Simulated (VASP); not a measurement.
# HfN (C2/m) in VASP: notebook

Runs on HfN. Level: PBEsol. Tasks: single point.

Program: VASP 6.6.1. These are calculated values, not measurements. Logs are shortened: lines on timing, memory, paths and dates and some standing lists are left out, and cuts for length are marked.

## 1. The cell of the first run

The typed cell holds 2 atoms: a = 3.273 Å, b = 3.273 Å, c = 3.213 Å, α = 59.35°, β = 59.35°, γ = 90.00°.

## 2. Single point, PBEsol

Contents of INCAR:

```
SYSTEM = HfN
PREC     = Accurate       ! precision mode
ENCUT    = 520            ! plane-wave cutoff, eV
EDIFF    = 1E-7           ! SCF threshold, eV
ISMEAR   = 0              ! smearing method
SIGMA    = 0.1            ! smearing width, eV
LREAL    = .False.        ! projectors in reciprocal space
LASPH    = .True.         ! aspherical terms in the spheres
NELM     = 60             ! most SCF steps
ALGO     = Normal         ! electronic algorithm
ISIF     = 2              ! what is computed and relaxed
LWAVE    = .False.        ! write WAVECAR
LCHARG   = .False.        ! write CHGCAR
GGA      = PS             ! functional
NBANDS   = 14             ! bands
```

Contents of KPOINTS:

```
regular mesh
0
Gamma
  11 11 16
  0 0 0
```

Contents of POSCAR:

```
HfN
1.0
    3.2733712079     -0.0000001740      0.0010671725
   -0.0000001740      3.2733712079      0.0010671725
    1.6373950849      1.6373950849      2.2278998568
Hf N
1 1
Direct
    0.0000000000      0.0000000000      0.0000000000
    0.5000000000      0.5000000000      0.0000000000
```

Potentials or basis: VASP PAW PBE potentials, release 64 (Hf_pv, N).

Launch:

```sh
$ cat potpaw_PBE.64/Hf_pv/POTCAR potpaw_PBE.64/N/POTCAR > POTCAR
$ mpirun -np 1 vasp_std > vasp.out
```

OUTCAR:

```text
SYSTEM = HfN
   PREC = Accurate
   ENCUT = 520
   EDIFF = 1E-7
   ISMEAR = 0
   LREAL = .False.
   LASPH = .True.
   NELM = 60
   ISIF = 2
   GGA = PS

 ion  position               nearest neighbor table
   1  0.000  0.000  0.000-   2 2.23   2 2.23   2 2.31   2 2.31   2 2.31   2 2.31
   2  0.500  0.500  0.000-   1 2.23   1 2.23   1 2.31   1 2.31   1 2.31   1 2.31

  LATTYP: Found a base centered monoclinic cell.
 ALAT       =     4.4536658208
 B/A-ratio  =     1.0394237891
 C/A-ratio  =     0.7208513288
 COS(beta)  =    -0.6929670030

  Lattice vectors:

 A1 = (  -1.6359761230,   1.6373952589,   2.2268326843)
 A2 = (   1.6373952589,  -1.6359761230,   2.2268326843)
 A3 = (   1.6359759490,   1.6359759490,  -2.2257655118)

Analysis of symmetry for initial positions (statically):
=====================================================================
 Subroutine PRICEL returns:
 Original cell was already a primitive cell.

 Routine SETGRP: Setting up the symmetry group for a
 base centered monoclinic supercell.

 Subroutine GETGRP returns: Found  4 space group operations
 (whereof  4 operations were pure point group operations)
 out of a pool of  4 trial point group operations.

The static configuration has the point symmetry C_2h.

Analysis of symmetry for dynamics (positions and initial velocities):
=====================================================================
 Subroutine PRICEL returns:
 Original cell was already a primitive cell.

 Routine SETGRP: Setting up the symmetry group for a
 base centered monoclinic supercell.

 Subroutine GETGRP returns: Found  4 space group operations
 (whereof  4 operations were pure point group operations)
 out of a pool of  4 trial point group operations.

The dynamic configuration has the point symmetry C_2h.

 Subroutine INISYM returns: Found  4 space group operations
 (whereof  4 operations are pure point group operations),
 and found     1 'primitive' translations

----------------------------------------------------------------------------------------

                                     Primitive cell

  volume of cell :      23.8604

  direct lattice vectors                    reciprocal lattice vectors
     3.273371208 -0.000000174  0.001067173     0.305568680  0.000073250 -0.224631548
    -0.000000174  3.273371208  0.001067173     0.000073250  0.305568680 -0.224631548
     1.637395085  1.637395085  2.227899857    -0.000146404 -0.000146404  0.449068408

  length of vectors
     3.273371382  3.273371382  3.213356983     0.379251310  0.379251310  0.449068455

  position of ions in fractional coordinates (direct lattice)
     0.000000000  0.000000000  0.000000000
     0.500000000  0.500000000  0.000000000

  ion indices of the primitive-cell ions
   primitive index   ion index
                 1           1
                 2           2

----------------------------------------------------------------------------------------

 KPOINTS: regular mesh

Automatic generation of k-mesh.
 Grid dimensions read from file:
 generate k-points for:   11   11   16

 Generating k-lattice:

  Cartesian coordinates                     Fractional coordinates (reciprocal lattice)
     0.027778971  0.000006659 -0.020421050     0.090909091  0.000000000  0.000000000
     0.000006659  0.027778971 -0.020421050     0.000000000  0.090909091  0.000000000
    -0.000009150 -0.000009150  0.028066775     0.000000000  0.000000000  0.062500000

  Length of vectors
     0.034477392  0.034477392  0.028066778

  Shift w.r.t. Gamma in fractional coordinates (k-lattice)
     0.000000000  0.000000000  0.000000000

 Subroutine IBZKPT returns following result:
 ===========================================

 Found    534 irreducible k-points:

 Following reciprocal coordinates:
            Coordinates               Weight
  0.000000  0.000000  0.000000      1.000000
  0.090909  0.000000  0.000000      4.000000
  0.181818  0.000000  0.000000      4.000000
  0.272727  0.000000  0.000000      4.000000
  0.363636  0.000000  0.000000      4.000000
  0.454545  0.000000  0.000000      4.000000
[... 16 lines left out ...]
 -0.272727  0.181818 -0.000000      4.000000
 -0.181818  0.181818  0.000000      2.000000
 [... further k-points ...]
   k-points           NKPTS =    534   k-points in BZ     NKDIM =    534   number of bands    NBANDS=     14
   number of dos      NEDOS =    301   number of ions     NIONS =      2
   total plane-waves  NPLWV =  13824
   dimension x,y,z NGX =    24 NGY =   24 NGZ =   24
   dimension x,y,z NGXF=    48 NGYF=   48 NGZF=   48
   ions per type =               1   1
   NGX,Y,Z   is equivalent  to a cutoff of  12.19, 12.19, 12.42 a.u.
   NGXF,Y,Z  is equivalent  to a cutoff of  24.38, 24.38, 24.83 a.u.
 SYSTEM =  HfN
   PREC   = accura    normal or accurate (medium, high low for compatibility)
   ISTART =      0    job   : 0-new  1-cont  2-samecut
   ICHARG =      2    charge: 1-file 2-atom 10-const
   ISPIN  =      1    spin polarized calculation?
   LNONCOLLINEAR =      F non collinear calculations
   LSORBIT =      F    spin-orbit coupling
   LASPH  =      T    aspherical Exc in radial PAW
   ENCUT  =  520.0 eV  38.22 Ry    6.18 a.u.   6.09  6.09  5.97*2*pi/ulx,y,z
   NELM   =     60;   NELMIN=  2; NELMDL= -5     # of ELM steps
   EDIFF  = 0.1E-06   stopping-criterion for ELM
   LREAL  =      F    real-space projection
   EDIFFG = 0.1E-05   stopping-criterion for IOM
   NSW    =      0    number of steps for IOM
   IBRION =     -1    ionic relax: 0-MD 1-quasi-New 2-CG
   NFREE  =      0    steps in history (QN), initial steepest desc. (CG)
   ISIF   =      2    stress and relaxation
   ISYM   =      2    0-nonsym 1-usesym 2-fastsym
   POTIM  = 0.5000    time-step for ionic-motion
   TEBEG  =    0.0;   TEEND  =   0.0 temperature during run
   PSTRESS=    0.0 pullay stress
   NELECT =      15.0000    total number of electrons
   NUPDOWN=      -1.0000    fix difference up-down
   EMIN   =  10.00;   EMAX   =-10.00  energy-range for DOS
   EFERMI =   0.00;   METHOD = LEGACY
   ISMEAR =     0;   SIGMA  =   0.10  broadening in eV -4-tet -1-fermi 0-gaus
   EFERMI_NEDOS =   21; number of points for ismear=-14 and -15
   IALGO  =     38    algorithm
   IMIX   =      4    mixing-type and parameters
     AMIX     =   0.40;   BMIX     =  1.00
     AMIX_MAG =   1.60;   BMIX_MAG =  1.00
  volume/ion in A,a.u.               =      11.93        80.51
  Fermi-wavevector in a.u.,A,eV,Ry     =   1.402424  2.650197 26.759833  1.966792
  Thomas-Fermi vector in A             =   2.525187
   LORBIT       =      0    0 simple, 1 ext, 2 COOP (PROOUT), +10 PAW based schemes
   GGA     = PS    functional components
   LHFCALC =     F    Hartree Fock is set to
   AEXX    =    0.0000 exact exchange contribution
   IVDW    =     0    specifies the selected vdW correction
   LEPSILON=     F    determine dielectric tensor
   LRPA    =     F    only Hartree local field effects (RPA)
 non-spin polarized calculation
 Gauss-broadening in eV      SIGMA  =   0.10
  energy-cutoff  :      520.00
  volume of cell :       23.86
 maximum number of plane-waves:       660
   NGX = 13   NGY = 13   NGZ = 11

 number of electron      15.0000002 magnetization

 Free energy of the ion-electron system (eV)
  ---------------------------------------------------
  ext. energy  EPLUGINS =         0.00000000
  ---------------------------------------------------
  free energy    TOTEN  =       -22.90827180 eV

  energy without entropy =      -22.90520302  energy(sigma->0) =      -22.90673741

 E-fermi :   7.8789     XC(G=0): -12.7126

 val. band max:        7.8743083196   @ k =  -0.1818   0.0909   0.0625
 cond. band min:       7.8862651017   @ k =   0.0909   0.0909   0.0000
 fundamental gap:      0.0119567822
 Fermi energy:         7.8789065404

 k-point     1 :       0.0000    0.0000    0.0000
  band No.  band energies     occupation
      1     -23.3076      2.00000
      2     -23.3025      2.00000
      3     -23.2721      2.00000
      4      -9.3432      2.00000
      5       4.8944      2.00000
      6       4.8978      2.00000
      7       5.0744      2.00000
      8       7.4126      2.00000
      9       7.4172      2.00000
     10       7.8322      1.49151
     11       8.9439      0.00000
     12       9.4812      0.00000
     13      10.5098      0.00000
     14      17.3689      0.00000

 k-point     2 :       0.0909    0.0000    0.0000
  band No.  band energies     occupation
      1     -23.3697      2.00000
      2     -23.3133      2.00000
      3     -23.2861      2.00000
      4      -9.1642      2.00000
      5       4.1499      2.00000
      6       4.4443      2.00000
      7       4.5835      2.00000
      8       7.6545      1.99849
      9       7.7055      1.98583
     10       8.0153      0.05366
     11       9.5766      0.00000
     12      10.0629      0.00000
     13      11.1023      0.00000
     14      17.9833      0.00000

 k-point     3 :       0.1818    0.0000    0.0000
  band No.  band energies     occupation
      1     -23.5602      2.00000
      2     -23.3356      2.00000
      3     -23.3000      2.00000
      4      -8.6720      2.00000
      5       2.6875      2.00000
      6       3.5841      2.00000
      7       3.6908      2.00000
      8       8.0264      0.03700
      9       8.4166      0.00000
     10       8.5595      0.00000
     11      10.9312      0.00000
     12      11.4240      0.00000
     13      12.4751      0.00000
     14      19.5103      0.00000
[... 324 lines left out ...]
 k-point    23 :      -0.2727    0.1818   -0.0000
  band No.  band energies     occupation
      1     -23.6889      2.00000
      2     -23.4018      2.00000
      3     -23.3915      2.00000
      4      -8.2883      2.00000
      5       1.3542      2.00000
      6       3.6909      2.00000
      7       3.9962      2.00000
      8       6.2574      2.00000
      9      10.3398      0.00000
     10      10.3465      0.00000
     11      10.8071      0.00000
     12      11.8437      0.00000
     13      14.9247      0.00000
     14      19.9948      0.00000

 k-point    24 :      -0.1818    0.1818    0.0000
  band No.  band energies     occupation
      1     -23.5472      2.00000
      2     -23.3698      2.00000
      3     -23.3584      2.00000
      4      -8.6364      2.00000
      5       1.9492      2.00000
      6       4.2831      2.00000
      7       4.4271      2.00000
      8       6.1898      2.00000
      9       9.5496      0.00000
     10       9.7963      0.00000
     11       9.8472      0.00000
     12      11.0635      0.00000
     13      13.7109      0.00000
     14      20.0022      0.00000

 [... further k-points ...]

------------------------ aborting loop because EDIFF is reached ----------------------------------------

  FORCE on cell =-STRESS in cart. coord.  units (eV):
  Direction    XX          YY          ZZ          XY          YZ          ZX
  --------------------------------------------------------------------------------------
  -------------------------------------------------------------------------------------
  Total       -2.7115400     -2.7115400     -0.3192480     -0.0182784     -0.0010553     -0.0010553
  in kB     -182.0742725   -182.0742725    -21.4368403     -1.2273580     -0.0708635     -0.0708623
  external PRESSURE =    -128.5284618 kB  Pullay stress =       0.0000000 kB

 VOLUME and BASIS-vectors are now :
 -----------------------------------------------------------------------------
  energy-cutoff  :      520.00
  volume of cell :       23.86
      direct lattice vectors                 reciprocal lattice vectors
     3.273371208 -0.000000174  0.001067173     0.305568680  0.000073250 -0.224631548
    -0.000000174  3.273371208  0.001067173     0.000073250  0.305568680 -0.224631548
     1.637395085  1.637395085  2.227899857    -0.000146404 -0.000146404  0.449068408

 POSITION                                       TOTAL-FORCE (eV/Angst)
 -----------------------------------------------------------------------------------
      0.00000      0.00000      0.00000        -0.000000      0.000000      0.000000
      1.63669      1.63669      0.00107         0.000000      0.000000      0.000000
 -----------------------------------------------------------------------------------
    total drift:                               -0.000000     -0.000000     -0.000000

  FREE ENERGIE OF THE ION-ELECTRON SYSTEM (eV)
  ---------------------------------------------------
  free  energy   TOTEN  =       -22.9082718041 eV

  energy  without entropy=      -22.9052030212  energy(sigma->0) =      -22.90673741
```

Run time: 4.9 min. Hardware: 1 thread of AMD EPYC 7R13, shared host; peak memory 0.27 GiB.

Results:

| Item | Value |
| --- | --- |
| Free energy | -22.9083 eV |
| Pressure | -12.9 GPa |

Levels at points of the mesh, in eV from the Fermi level:
| k point | band 6 | band 7 | band 8 | band 9 | band 10 | band 11 |
| --- | --- | --- | --- | --- | --- | --- |
| (0.00, 0.00, 0.00) | -2.98 | -2.80 | -0.47 | -0.46 | -0.05 | 1.06 |
| (0.00, 0.00, 0.50) | -3.74 | -3.74 | -3.73 | 3.94 | 5.20 | 5.30 |

Caveat: the PAW data sets were made with another functional, which shifts forces and pressure a little; spin-orbit coupling is left out, which moves the levels of the heavy elements.

## 3. Single point, PBEsol

Contents of INCAR:

```
PREC = Accurate ; ENCUT = 520
EDIFF = 1E-7 ; ISMEAR = 0
SIGMA = 0.1 ; LREAL = F
LASPH = T ; NELM = 80
ALGO = Normal ; ISIF = 2
LWAVE = F ; LCHARG = F
GGA = PS ; ISYM = 0
NBANDS = 14
```

Contents of KPOINTS:

```
Automatic mesh
0
Gamma
  11 11 16
```

POSCAR is that of step 2.

Potentials or basis: VASP PAW PBE potentials, release 64 (Hf_pv, N).

Launch:

```sh
$ cat potpaw_PBE.64/Hf_pv/POTCAR potpaw_PBE.64/N/POTCAR > POTCAR
$ mpirun -np 1 vasp_std > vasp.out
```

Run time: 6.4 min. Hardware: 1 thread of AMD EPYC 7R13, shared host; peak memory 0.4 GiB.

Results (log left out):

- Free energy: -22.9083 eV
- Pressure: -12.9 GPa

Stress tensor (GPa, compression positive):
```
-18.21  -0.12  -0.01
 -0.12 -18.21  -0.01
 -0.01  -0.01  -2.14
```

Levels at points of the mesh, in eV from the Fermi level:
```csv
k point,band 4,band 5,band 6,band 7,band 8,band 9,band 10,band 11
"(0.00, 0.00, 0.00)",-17.22,-2.98,-2.98,-2.80,-0.47,-0.46,-0.05,1.06
"(0.00, 0.00, 0.50)",-16.10,-5.10,-3.74,-3.74,-3.73,3.94,5.20,5.30
```

Caveat: the PAW data sets were made with another functional, which shifts forces and pressure a little; spin-orbit coupling is left out, which moves the levels of the heavy elements.
